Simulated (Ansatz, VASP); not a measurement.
**One calculation of Hf, two programs**

```
Hf
1.0
     3.16473    0.00000    0.00000
    -1.58237    2.74074    0.00000
     0.00000    0.00000    5.05780
Hf
2
Direct
  0.33333 0.66667 0.25000
  0.66667 0.33333 0.75000
```

Change from the starting cell: equal xx and yy strain of -1 %.

Alike in both runs: task single point; functional PBE; k mesh 13 × 13 × 7; occupations fermi-dirac, width 0.05 eV; no spin polarisation.

|  | VASP | Ansatz |
| --- | --- | --- |
| version | VASP 6.6.1 | Ansatz 0.2.0 |
| potentials or method | VASP PAW PBE potentials, release 64 (Hf_pv), cutoff 520 eV | all-electron LAPW, scalar-relativistic |

Ansatz gave:

* pressure (GPa): 3.1
* traceless stress, the component that is largest in VASP (GPa): -0.88

Task: What did VASP give for the same quantities?

Result: Pressure (GPa): 2.6; traceless stress, the component that is largest in VASP (GPa): -0.96.

Ansatz ran all-electron here, and VASP with PAW potentials.

Neither program's run includes spin-orbit coupling.
